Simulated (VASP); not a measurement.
# Ge2Sb2Te5 in VASP: further runs, part 2 of 3

VASP 6.6.1. Earlier steps stand in the parts before.

## (3) Single point, LDA

This run uses another cell than the first one, of 29.18 Å³/atom, 0.971 times its volume.

Input file INCAR:

```
PREC = Accurate
ENCUT = 520
EDIFF = 1E-6
ISMEAR = -1
SIGMA = 0.05
LREAL = F
LASPH = T
NELM = 100
ALGO = Normal
ISIF = 2
LWAVE = F
LCHARG = T
GGA = CA
LELF = T
LVHAR = T
NBANDS = 44
```

Input file KPOINTS:

```
Automatic mesh
0
Gamma
  5 5 4
```

Input file POSCAR:

```
Ge2Sb2Te5
1.0
    6.6507864427     -2.9832781864     -0.0287119263
    6.6507864427      2.9832781864     -0.0287119263
   -6.6715996387      0.0000000000      6.6475608833
Te Sb Ge
5 2 2
Direct
    0.5969908962      0.5969908962      0.3927679313
    0.7944049838      0.7944049838      0.1833699433
    0.0006003015      0.0006003015     -0.0010197492
    0.2130850935      0.2130850935      0.8164631891
    0.4116555461      0.4116555461      0.6024073030
    0.8940545583      0.8940545583      0.5775609459
    0.1130164137      0.1130164137      0.4248983926
    0.2788870465      0.2788870465      0.1917026928
    0.4973051604      0.4973051604      0.0118493512
```

Potentials or basis: VASP PAW LDA potentials, release 64 (Te, Sb, Ge_d).

Launch:

```
> cat potpaw_LDA.64/Te/POTCAR potpaw_LDA.64/Sb/POTCAR potpaw_LDA.64/Ge_d/POTCAR > POTCAR
> mpirun -np 1 vasp_std > vasp.out
```

Run time: 8 min. Hardware: 1 thread of Intel Xeon Platinum 8259CL at 2.50GHz (Skylake/Cascade Lake), shared host; peak memory 0.58 GiB.

It converged, with:

```
Free energy            : -39.4942 eV
Pressure               : 0.1 GPa
Largest force          : 0.031 eV/Å
Band gap on the k mesh : 0.13 eV, indirect (least direct gap 0.22 eV)
```

Forces on the atoms (eV/Å):
```
Te  -0.027  0.000  0.004
Te   0.006  0.000 -0.031
Te  -0.014  0.000 -0.008
Te  -0.015  0.000  0.024
Te   0.011  0.000  0.018
Sb  -0.007  0.000  0.027
Sb   0.010  0.000 -0.022
Ge   0.024  0.000 -0.002
Ge   0.011  0.000 -0.011
```

Levels at points of the mesh, in eV from the valence-band top:
| k point | band 30 | band 31 | band 32 | band 33 | band 34 | band 35 | band 36 | band 37 | band 38 | band 39 |
| --- | --- | --- | --- | --- | --- | --- | --- | --- | --- | --- |
| (0.00, 0.00, 0.00) | -1.58 | -0.96 | -0.64 | -0.55 | -0.49 | 0.90 | 1.33 | 2.30 | 2.37 | 3.57 |
| (0.00, 0.00, 0.50) | -1.66 | -0.98 | -0.96 | -0.67 | -0.44 | 0.70 | 1.54 | 1.71 | 2.43 | 2.57 |

Caveat: spin-orbit coupling is left out, which moves the levels of the heavy elements. A k mesh can miss the band edges.

## (4) Single point, PBE

This run uses another cell than the first one, of 32.24 Å³/atom, 1.073 times its volume.

Edit INCAR of step 3 so:

```diff
@@ -11,6 +11,4 @@
 LWAVE = F
-LCHARG = T
-GGA = CA
-LELF = T
-LVHAR = T
+LCHARG = F
+GGA = PE
 NBANDS = 44
```

Input file KPOINTS:

```
regular mesh
0
Gamma
  5 5 4
```

Input file POSCAR:

```
Ge2Sb2Te5
1.0
    6.9335611927     -3.0606039649     -0.0692401936
    6.9335611927      3.0606039649     -0.0692401936
   -6.9946155199      0.0000000000      6.9055858594
Te Sb Ge
5 2 2
Direct
    0.5994009966      0.5994009966      0.3837835509
    0.8013968467      0.8013968467      0.1967134337
    0.0052697672      0.0052697672     -0.0010771437
    0.2145220339      0.2145220339      0.8106740516
    0.4052683952      0.4052683952      0.5952898884
    0.8907764732      0.8907764732      0.5759750045
    0.1123958138      0.1123958138      0.4317376894
    0.2785836659      0.2785836659      0.2006950064
    0.4923860076      0.4923860076      0.0062085189
```

Potentials or basis: VASP PAW PBE potentials, release 64 (Te, Sb, Ge_d).

Launch:

```
> cat potpaw_PBE.64/Te/POTCAR potpaw_PBE.64/Sb/POTCAR potpaw_PBE.64/Ge_d/POTCAR > POTCAR
> mpirun -np 1 vasp_std > vasp.out
```

OUTCAR:

```text
PREC = Accurate
   ENCUT = 520
   EDIFF = 1E-6
   ISMEAR = -1
   LREAL = F
   LASPH = T
   NELM = 100
   ISIF = 2
   GGA = PE

 ion  position               nearest neighbor table
   1  0.599  0.599  0.384-   9 2.84   6 2.99   7 3.08   7 3.08
   2  0.801  0.801  0.197-   6 2.97   8 3.08   8 3.08   7 3.10   9 3.22
   3  0.005  0.005  0.999-   8 2.74   9 3.07   9 3.07   6 3.21   7 3.35
   4  0.215  0.215  0.811-   9 2.81   7 2.88   8 3.25   6 3.25
   5  0.405  0.405  0.595-   8 2.89   6 3.06   6 3.06   7 3.11   9 3.28
   6  0.891  0.891  0.576-   2 2.97   1 2.99   5 3.06   5 3.06   3 3.21   4 3.25
   7  0.112  0.112  0.432-   4 2.88   1 3.08   1 3.08   2 3.10   5 3.11   3 3.35
   8  0.279  0.279  0.201-   3 2.74   5 2.89   2 3.08   2 3.08   4 3.25
   9  0.492  0.492  0.006-   4 2.81   1 2.84   3 3.07   3 3.07   2 3.22   5 3.28

  Warning from LATTYP: Got some problem with cell dimensions!
  Tried to take original basis but could not verify dimensions!
  LATTYP: Found a base centered monoclinic cell.
 ALAT       =    13.6732365873
 B/A-ratio  =     0.4476780527
 C/A-ratio  =     0.7053889750
 COS(beta)  =    -0.6952302033

  Lattice vectors:
[... 201 lines left out ...]
      1     -19.4536      2.00000
      2     -19.4469      2.00000
      3     -19.4405      2.00000
      4     -19.4373      2.00000
      5     -19.4319      2.00000
      6     -19.4180      2.00000
[... 1117 lines left out ...]
     43       9.3516      0.00000
     44       9.6983      0.00000

 [... further k-points ...]

------------------------ aborting loop because EDIFF is reached ----------------------------------------

  FORCE on cell =-STRESS in cart. coord.  units (eV):
  Direction    XX          YY          ZZ          XY          YZ          ZX
  --------------------------------------------------------------------------------------
  -------------------------------------------------------------------------------------
  Total        0.0124907     -0.0474795      0.0435115      0.0000000      0.0000000      0.0038853
  in kB        0.0689795     -0.2622032      0.2402904      0.0000000      0.0000000      0.0214563
  external PRESSURE =       0.0156889 kB  Pullay stress =       0.0000000 kB

 VOLUME and BASIS-vectors are now :
 -----------------------------------------------------------------------------
  energy-cutoff  :      520.00
  volume of cell :      290.12
      direct lattice vectors                 reciprocal lattice vectors
     6.933561193 -3.060603965 -0.069240194     0.072849890 -0.163366448  0.073789101
     6.933561193  3.060603965 -0.069240194     0.072849890  0.163366448  0.073789101
    -6.994615520  0.000000000  6.905585859     0.001460887  0.000000000  0.146290027

 POSITION                                       TOTAL-FORCE (eV/Angst)
 -----------------------------------------------------------------------------------
      5.62755      0.00000      2.56724        -0.009571      0.000000      0.005366
      9.73713      0.00000      1.24744         0.007091      0.000000     -0.003036
     -6.91400      0.00000      6.89742        -0.012162      0.000000      0.001263
     -2.69555      0.00000      5.56847        -0.014648      0.000000      0.005750
      1.45608      0.00000      4.05470        -0.000242      0.000000      0.011600
      8.32378      0.00000      3.85409         0.007120      0.000000      0.011736
     -1.46123      0.00000      2.96584         0.000648      0.000000     -0.023611
      2.45937      0.00000      1.34734         0.013863      0.000000     -0.004504
      6.78455      0.00000     -0.02531         0.007901      0.000000     -0.004563
 -----------------------------------------------------------------------------------
    total drift:                               -0.001682      0.000000      0.000285

  FREE ENERGIE OF THE ION-ELECTRON SYSTEM (eV)
  ---------------------------------------------------
  free  energy   TOTEN  =       -33.6303609404 eV

  energy  without entropy=      -33.6252333234  energy(sigma->0) =      -33.62779713
```

OSZICAR:

```text
N       E                     dE             d eps       ncg     rms          rms(c)
DAV:   1     0.597867221944E+03    0.59787E+03   -0.27323E+04  3620   0.199E+03
DAV:   2     0.632322584670E+02   -0.53463E+03   -0.51340E+03  3120   0.561E+02
DAV:   3    -0.277435586399E+02   -0.90976E+02   -0.88384E+02  3408   0.151E+02
DAV:   4    -0.337018748764E+02   -0.59583E+01   -0.58770E+01  3496   0.456E+01
DAV:   5    -0.339206265801E+02   -0.21875E+00   -0.21792E+00  4136   0.888E+00    0.102E+01
DAV:   6    -0.336139326477E+02    0.30669E+00   -0.61350E-01  3820   0.335E+00    0.715E+00
DAV:   7    -0.336347160910E+02   -0.20783E-01   -0.35288E-01  3576   0.196E+00    0.168E+00
DAV:   8    -0.336291633043E+02    0.55528E-02   -0.43393E-02  3316   0.928E-01    0.828E-01
DAV:   9    -0.336303368624E+02   -0.11736E-02   -0.77530E-03  3596   0.352E-01    0.180E-01
DAV:  10    -0.336303102543E+02    0.26608E-04   -0.68887E-04  3556   0.116E-01    0.712E-02
DAV:  11    -0.336303575450E+02   -0.47291E-04   -0.16407E-04  3368   0.503E-02    0.409E-02
DAV:  12    -0.336303608116E+02   -0.32667E-05   -0.15192E-05  3192   0.172E-02    0.143E-02
DAV:  13    -0.336303609404E+02   -0.12878E-06   -0.35864E-06  2784   0.843E-03
   1 F= -.33630361E+02 E0= -.33627797E+02  d E =-.512762E-02
```

stdout:

```text
POSCAR found type information on POSCAR TeSbGe
 POSCAR found :  3 types and       9 ions
 scaLAPACK will be used
 LDA part: xc-table for (Slater+PW92), standard interpolation
 POSCAR, INCAR and KPOINTS ok, starting setup
 FFT: planning ... GRIDC
 FFT: planning ... GRID_SOFT
 FFT: planning ... GRID
 WAVECAR not read
 entering main loop
```

Wall time 8.5 min (1 thread of Intel Xeon Platinum 8259CL at 2.50GHz (Skylake/Cascade Lake), shared host); peak memory 0.79 GiB.

What came out:

| Property | Result |
| --- | --- |
| Free energy | -33.6304 eV |
| Pressure | 0.0 GPa |
| Largest force | 0.024 eV/Å |
| Band gap on the k mesh | 0.23 eV, indirect (least direct gap 0.32 eV) |

Forces on the atoms (eV/Å):
```
Te  -0.010  0.000  0.005
Te   0.007  0.000 -0.003
Te  -0.012  0.000  0.001
Te  -0.015  0.000  0.006
Te   0.000  0.000  0.012
Sb   0.007  0.000  0.012
Sb   0.001  0.000 -0.024
Ge   0.014  0.000 -0.005
Ge   0.008  0.000 -0.005
```

Caveat: spin-orbit coupling is left out, which moves the levels of the heavy elements. A k mesh can miss the band edges.

## (5) Single point, PBEsol

This run uses another cell than the first one, of 31.91 Å³/atom, 1.062 times its volume.

Input file INCAR:

```
PREC = Accurate ; ENCUT = 520
EDIFF = 1E-6 ; ISMEAR = -1
SIGMA = 0.05 ; LREAL = False
LASPH = True ; NELM = 60
ALGO = Normal ; ISIF = 2
LWAVE = False ; LCHARG = False
GGA = PS ; NBANDS = 44
```

KPOINTS is that of step 4.

Input file POSCAR:

```
Ge2Sb2Te5
1.0
    6.8391360000     -3.0660060000      0.0000000000
    6.8391360000      3.0660060000      0.0000000000
   -6.8309770000      0.0000000000      6.8476090000
Te Sb Ge
5 2 2
Direct
    0.5947020000      0.5947020000      0.3864330000
    0.7952880000      0.7952880000      0.1961120000
    0.0083240000      0.0083240000      0.0064350000
    0.2065190000      0.2065190000      0.8098030000
    0.3999590000      0.3999590000      0.5971180000
    0.9017080000      0.9017080000      0.5878730000
    0.1118700000      0.1118700000      0.4173520000
    0.2842870000      0.2842870000      0.1878300000
    0.4973430000      0.4973430000      0.0110440000
```

Launch:

```
> cat potpaw_PBE.64/Te/POTCAR potpaw_PBE.64/Sb/POTCAR potpaw_PBE.64/Ge_d/POTCAR > POTCAR
> mpirun -np 1 vasp_std > vasp.out
```

Run time: 28 min. Hardware: 1 thread of AMD EPYC 7R13, shared host; peak memory 0.7 GiB.

It converged, with:

```
Free energy            : -37.0076 eV
Pressure               : -2.4 GPa
Largest force          : 0.208 eV/Å
Band gap on the k mesh : 0.25 eV, indirect (least direct gap 0.32 eV)
```

Forces on the atoms (eV/Å):
```
Te   0.072  0.000 -0.002
Te  -0.043  0.000  0.050
Te   0.071  0.000  0.069
Te   0.050  0.000 -0.049
Te   0.020  0.000 -0.063
Sb   0.043  0.000 -0.136
Sb  -0.019  0.000  0.051
Ge  -0.204  0.000 -0.039
Ge   0.009  0.000  0.118
```

Stress tensor (GPa, compression positive):
```
-2.24  0.00 -0.10
 0.00 -2.66  0.00
-0.10  0.00 -2.33
```

Levels at points of the mesh, in eV from the valence-band top:
```csv
k point,band 30,band 31,band 32,band 33,band 34,band 35,band 36,band 37,band 38,band 39
"(0.00, 0.00, 0.00)",-1.38,-0.76,-0.47,-0.38,-0.37,1.05,1.36,2.44,2.49,3.47
"(0.00, 0.00, 0.50)",-1.30,-0.71,-0.68,-0.59,-0.27,0.71,1.48,1.84,2.56,2.78
```

Caveat: the PAW data sets were made with another functional, which shifts forces and pressure a little; spin-orbit coupling is left out, which moves the levels of the heavy elements. A k mesh can miss the band edges.

(Part 2 of 3 ends here.)
